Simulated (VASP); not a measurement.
# AlNi (Pm-3m) in VASP: further runs

The runs below take AlNi through single point, with PBE.

Everything below comes from runs of VASP 6.6.1. Logs are shortened: lines on timing, memory, paths and dates and some standing lists are left out, and cuts for length are marked.

## 1. The cell of the first run

The structure is cubic, space group Pm-3m (No. 221). The conventional cell has a = 2.893 Å, b = 2.893 Å, c = 2.893 Å, α = 90.00°, β = 90.00°, γ = 90.00°. Al (site symmetry m-3m) has 8 Ni at 2.51 Å and 6 Al at 2.89 Å within 3.3 Å. Ni (site symmetry m-3m) has 8 Al at 2.51 Å and 6 Ni at 2.89 Å within 3.3 Å.

## 2. Single point, PBE

INCAR

```
PREC = Accurate
ENCUT = 520
EDIFF = 1E-6
ISMEAR = 0
SIGMA = 0.1
LREAL = F
LASPH = T
NELM = 80
ALGO = Normal
ISIF = 2
LWAVE = F
LCHARG = F
GGA = PE
NBANDS = 14
```

KPOINTS

```
regular mesh
0
Gamma
  14 14 14
```

POSCAR

```
AlNi
1.0
    2.8930835326      0.0000000000      0.0000000000
    0.0000000000      2.8930835326      0.0000000000
    0.0000000000      0.0000000000      2.8930835326
Al Ni
1 1
Direct
    0.0000000000      0.0000000000      0.0000000000
    0.5000000000      0.5000000000      0.5000000000
```

Potentials or basis: VASP PAW PBE potentials, release 64 (Al, Ni).

Run with:

```bash
$ cat potpaw_PBE.64/Al/POTCAR potpaw_PBE.64/Ni/POTCAR > POTCAR
$ mpirun -np 1 vasp_std > vasp.out
```

OUTCAR:

```text
PREC = Accurate
   ENCUT = 520
   EDIFF = 1E-6
   ISMEAR = 0
   LREAL = F
   LASPH = T
   NELM = 80
   ISIF = 2
   GGA = PE

 ion  position               nearest neighbor table
   1  0.000  0.000  0.000-   2 2.51   2 2.51   2 2.51   2 2.51   2 2.51   2 2.51   2 2.51   2 2.51

   2  0.500  0.500  0.500-   1 2.51   1 2.51   1 2.51   1 2.51   1 2.51   1 2.51   1 2.51   1 2.51

  LATTYP: Found a simple cubic cell.
 ALAT       =     2.8930835326

  Lattice vectors:

 A1 = (   2.8930835326,   0.0000000000,   0.0000000000)
 A2 = (   0.0000000000,   2.8930835326,   0.0000000000)
 A3 = (   0.0000000000,   0.0000000000,   2.8930835326)

Analysis of symmetry for initial positions (statically):
=====================================================================
 Subroutine PRICEL returns:
 Original cell was already a primitive cell.

 Routine SETGRP: Setting up the symmetry group for a
 simple cubic supercell.

 Subroutine GETGRP returns: Found 48 space group operations
 (whereof 48 operations were pure point group operations)
 out of a pool of 48 trial point group operations.

The static configuration has the point symmetry O_h .

Analysis of symmetry for dynamics (positions and initial velocities):
=====================================================================
 Subroutine PRICEL returns:
 Original cell was already a primitive cell.

 Routine SETGRP: Setting up the symmetry group for a
 simple cubic supercell.

 Subroutine GETGRP returns: Found 48 space group operations
 (whereof 48 operations were pure point group operations)
 out of a pool of 48 trial point group operations.

The dynamic configuration has the point symmetry O_h .

 Subroutine INISYM returns: Found 48 space group operations
 (whereof 48 operations are pure point group operations),
 and found     1 'primitive' translations

----------------------------------------------------------------------------------------

                                     Primitive cell

  volume of cell :      24.2149

  direct lattice vectors                    reciprocal lattice vectors
     2.893083533  0.000000000  0.000000000     0.345651962  0.000000000  0.000000000
     0.000000000  2.893083533  0.000000000     0.000000000  0.345651962  0.000000000
     0.000000000  0.000000000  2.893083533     0.000000000  0.000000000  0.345651962

  length of vectors
     2.893083533  2.893083533  2.893083533     0.345651962  0.345651962  0.345651962

  position of ions in fractional coordinates (direct lattice)
     0.000000000  0.000000000  0.000000000
     0.500000000  0.500000000  0.500000000

  ion indices of the primitive-cell ions
   primitive index   ion index
                 1           1
                 2           2

----------------------------------------------------------------------------------------

 KPOINTS: regular mesh

Automatic generation of k-mesh.
 Grid dimensions read from file:
 generate k-points for:   14   14   14

 Generating k-lattice:

  Cartesian coordinates                     Fractional coordinates (reciprocal lattice)
     0.024689426  0.000000000  0.000000000     0.071428571  0.000000000  0.000000000
     0.000000000  0.024689426  0.000000000     0.000000000  0.071428571  0.000000000
     0.000000000  0.000000000  0.024689426     0.000000000  0.000000000  0.071428571

  Length of vectors
     0.024689426  0.024689426  0.024689426

  Shift w.r.t. Gamma in fractional coordinates (k-lattice)
     0.000000000  0.000000000  0.000000000

 Subroutine IBZKPT returns following result:
 ===========================================

 Found    120 irreducible k-points:

 Following reciprocal coordinates:
            Coordinates               Weight
  0.000000  0.000000  0.000000      1.000000
  0.071429  0.000000  0.000000      6.000000
  0.142857  0.000000  0.000000      6.000000
  0.214286  0.000000  0.000000      6.000000
  0.285714  0.000000  0.000000      6.000000
  0.357143  0.000000  0.000000      6.000000
[... 16 lines left out ...]
  0.285714  0.214286  0.000000     24.000000
  0.357143  0.214286  0.000000     24.000000
 [... further k-points ...]
   k-points           NKPTS =    120   k-points in BZ     NKDIM =    120   number of bands    NBANDS=     14
   number of dos      NEDOS =    301   number of ions     NIONS =      2
   total plane-waves  NPLWV =  13824
   dimension x,y,z NGX =    24 NGY =   24 NGZ =   24
   dimension x,y,z NGXF=    48 NGYF=   48 NGZF=   48
   ions per type =               1   1
   NGX,Y,Z   is equivalent  to a cutoff of  13.79, 13.79, 13.79 a.u.
   NGXF,Y,Z  is equivalent  to a cutoff of  27.58, 27.58, 27.58 a.u.
 SYSTEM =  unknown system
   PREC   = accura    normal or accurate (medium, high low for compatibility)
   ISTART =      0    job   : 0-new  1-cont  2-samecut
   ICHARG =      2    charge: 1-file 2-atom 10-const
   ISPIN  =      1    spin polarized calculation?
   LNONCOLLINEAR =      F non collinear calculations
   LSORBIT =      F    spin-orbit coupling
   LASPH  =      T    aspherical Exc in radial PAW
   ENCUT  =  520.0 eV  38.22 Ry    6.18 a.u.   5.38  5.38  5.38*2*pi/ulx,y,z
   NELM   =     80;   NELMIN=  2; NELMDL= -5     # of ELM steps
   EDIFF  = 0.1E-05   stopping-criterion for ELM
   LREAL  =      F    real-space projection
   EDIFFG = 0.1E-04   stopping-criterion for IOM
   NSW    =      0    number of steps for IOM
   IBRION =     -1    ionic relax: 0-MD 1-quasi-New 2-CG
   NFREE  =      0    steps in history (QN), initial steepest desc. (CG)
   ISIF   =      2    stress and relaxation
   ISYM   =      2    0-nonsym 1-usesym 2-fastsym
   POTIM  = 0.5000    time-step for ionic-motion
   TEBEG  =    0.0;   TEEND  =   0.0 temperature during run
   PSTRESS=    0.0 pullay stress
   NELECT =      13.0000    total number of electrons
   NUPDOWN=      -1.0000    fix difference up-down
   EMIN   =  10.00;   EMAX   =-10.00  energy-range for DOS
   EFERMI =   0.00;   METHOD = LEGACY
   ISMEAR =     0;   SIGMA  =   0.10  broadening in eV -4-tet -1-fermi 0-gaus
   EFERMI_NEDOS =   21; number of points for ismear=-14 and -15
   IALGO  =     38    algorithm
   IMIX   =      4    mixing-type and parameters
     AMIX     =   0.40;   BMIX     =  1.00
     AMIX_MAG =   1.60;   BMIX_MAG =  1.00
  volume/ion in A,a.u.               =      12.11        81.71
  Fermi-wavevector in a.u.,A,eV,Ry     =   1.330541  2.514358 24.086934  1.770340
  Thomas-Fermi vector in A             =   2.459620
   LORBIT       =      0    0 simple, 1 ext, 2 COOP (PROOUT), +10 PAW based schemes
   GGA     = PE    functional components
   LHFCALC =     F    Hartree Fock is set to
   AEXX    =    0.0000 exact exchange contribution
   IVDW    =     0    specifies the selected vdW correction
   LEPSILON=     F    determine dielectric tensor
   LRPA    =     F    only Hartree local field effects (RPA)
 non-spin polarized calculation
 Gauss-broadening in eV      SIGMA  =   0.10
  energy-cutoff  :      520.00
  volume of cell :       24.21
 maximum number of plane-waves:       672
 NGX is ok and might be reduce to    24
   NGX = 11   NGY = 11   NGZ = 11

 number of electron      13.0000013 magnetization

 Free energy of the ion-electron system (eV)
  ---------------------------------------------------
  ext. energy  EPLUGINS =         0.00000000
  ---------------------------------------------------
  free energy    TOTEN  =       -10.53957645 eV

  energy without entropy =      -10.53444321  energy(sigma->0) =      -10.53700983

 E-fermi :   9.8308     XC(G=0): -11.9881

 val. band max:        9.8201887029   @ k =   0.3571   0.1429   0.1429
 cond. band min:       9.8652896464   @ k =   0.3571   0.2857   0.0714
 fundamental gap:      0.0451009434
 Fermi energy:         9.8308308070

 k-point     1 :       0.0000    0.0000    0.0000
  band No.  band energies     occupation
      1      -1.1853      2.00000
      2       6.6952      2.00000
      3       6.6952      2.00000
      4       8.3459      2.00000
      5       8.3459      2.00000
      6       8.3459      2.00000
      7      15.3077      0.00000
      8      15.3077      0.00000
      9      15.3077      0.00000
     10      17.9454      0.00000
     11      17.9454      0.00000
     12      23.3792      0.00000
     13      30.6422      0.00000
     14      30.6422      0.00000

 k-point     2 :       0.0714    0.0000    0.0000
  band No.  band energies     occupation
      1      -1.0922      2.00000
      2       6.6879      2.00000
      3       6.7169      2.00000
      4       8.3057      2.00000
      5       8.3057      2.00000
      6       8.3501      2.00000
      7      14.3389      0.00000
      8      15.4308      0.00000
      9      15.4308      0.00000
     10      17.9520      0.00000
     11      18.8157      0.00000
     12      23.7113      0.00000
     13      29.5752      0.00000
     14      29.5752      0.00000

 k-point     3 :       0.1429    0.0000    0.0000
  band No.  band energies     occupation
      1      -0.8140      2.00000
      2       6.6418      2.00000
      3       6.7783      2.00000
      4       8.1973      2.00000
      5       8.1973      2.00000
      6       8.3620      2.00000
      7      12.7512      0.00000
      8      15.7889      0.00000
      9      15.7889      0.00000
     10      17.9714      0.00000
     11      20.0540      0.00000
     12      24.7765      0.00000
     13      27.8406      0.00000
     14      27.8406      0.00000
[... 324 lines left out ...]
 k-point    23 :       0.2857    0.2143    0.0000
  band No.  band energies     occupation
      1       1.0633      2.00000
      2       6.3520      2.00000
      3       6.8938      2.00000
      4       7.6286      2.00000
      5       7.9457      2.00000
      6       8.1399      2.00000
      7      10.5455      0.00000
      8      12.9228      0.00000
      9      18.0599      0.00000
     10      18.7070      0.00000
     11      21.3138      0.00000
     12      25.0301      0.00000
     13      25.6002      0.00000
     14      27.1129      0.00000

 k-point    24 :       0.3571    0.2143    0.0000
  band No.  band energies     occupation
      1       1.8256      2.00000
      2       5.6756      2.00000
      3       7.0616      2.00000
      4       7.5843      2.00000
      5       7.8279      2.00000
      6       8.1595      2.00000
      7       9.7520      1.73483
      8      13.5531      0.00000
      9      17.6339      0.00000
     10      18.9164      0.00000
     11      21.3047      0.00000
     12      23.5810      0.00000
     13      25.8284      0.00000
     14      27.3031      0.00000

 [... further k-points ...]
[... 5 lines left out ...]
  --------------------------------------------------------------------------------------
  -------------------------------------------------------------------------------------
  Total       -0.0024256     -0.0024256     -0.0024256     -0.0000000     -0.0000000      0.0000000
  in kB       -0.1604909     -0.1604909     -0.1604909     -0.0000000     -0.0000000      0.0000000
  external PRESSURE =      -0.1604909 kB  Pullay stress =       0.0000000 kB

 VOLUME and BASIS-vectors are now :
 -----------------------------------------------------------------------------
  energy-cutoff  :      520.00
  volume of cell :       24.21
      direct lattice vectors                 reciprocal lattice vectors
     2.893083533  0.000000000  0.000000000     0.345651962  0.000000000  0.000000000
     0.000000000  2.893083533  0.000000000     0.000000000  0.345651962  0.000000000
     0.000000000  0.000000000  2.893083533     0.000000000  0.000000000  0.345651962

 POSITION                                       TOTAL-FORCE (eV/Angst)
 -----------------------------------------------------------------------------------
      0.00000      0.00000      0.00000         0.000000      0.000000      0.000000
      1.44654      1.44654      1.44654         0.000000      0.000000      0.000000
 -----------------------------------------------------------------------------------
    total drift:                                0.000000      0.000000     -0.000000

  FREE ENERGIE OF THE ION-ELECTRON SYSTEM (eV)
  ---------------------------------------------------
  free  energy   TOTEN  =       -10.5395764519 eV

  energy  without entropy=      -10.5344432123  energy(sigma->0) =      -10.53700983
```

Wall time 16 s (1 thread of AMD EPYC 9R45 (Zen 5), shared host); peak memory 0.14 GiB.

Results:

```yaml
Free_energy: -10.5396 eV
Pressure: 0.0 GPa
```

Spin polarisation is off, so any magnetic state and its effect on volume and gap are missing.

## 3. Single point, PBE (volume scaled by 1.03)

INCAR

```
SYSTEM = AlNi
  ALGO = Normal
  EDIFF = 1E-6
  ENCUT = 520
  GGA = PE
  ISIF = 2
  ISMEAR = 0
  LASPH = .True.
  LCHARG = .True.
  LELF = .True.
  LREAL = .False.
  LVHAR = .True.
  LWAVE = .False.
  NBANDS = 14
  NELM = 100
  PREC = Accurate
  SIGMA = 0.1
```

KPOINTS

```
k-points
0
Gamma
  14 14 14
  0 0 0
```

POSCAR

```
AlNi
1.0
    2.9217297870      0.0000000000      0.0000000000
    0.0000000000      2.9217297870      0.0000000000
    0.0000000000      0.0000000000      2.9217297870
Al Ni
1 1
Direct
    0.0000000000      0.0000000000      0.0000000000
    0.5000000000      0.5000000000      0.5000000000
```

Potentials or basis: VASP PAW PBE potentials, release 64 (Al, Ni).

Run with:

```bash
$ cat potpaw_PBE.64/Al/POTCAR potpaw_PBE.64/Ni/POTCAR > POTCAR
$ mpirun -np 1 vasp_std > vasp.out
```

Run time: 18 s. Hardware: 1 thread of AMD EPYC 9R45 (Zen 5), shared host; peak memory 0.13 GiB.

It converged, with:

```
Free energy : -10.5295 eV
Pressure    : -4.4 GPa
```

Levels at points of the mesh, in eV from the Fermi level:
```
           k point  band 4  band 5  band 6  band 7  band 8  band 9  band 10  band 11
(0.00, 0.00, 0.00)   -1.43   -1.43   -1.43    5.35    5.35    5.35     8.02     8.02
(0.50, 0.00, 0.00)   -2.09   -2.09   -1.34   -0.59    8.26    9.84     9.84    10.50
(0.50, 0.50, 0.00)   -2.74   -1.92   -1.92   -0.93    1.44    2.30    11.84    14.83
(0.50, 0.50, 0.50)   -0.90   -0.90    2.07    2.07    2.07    3.35     4.29     4.29
```
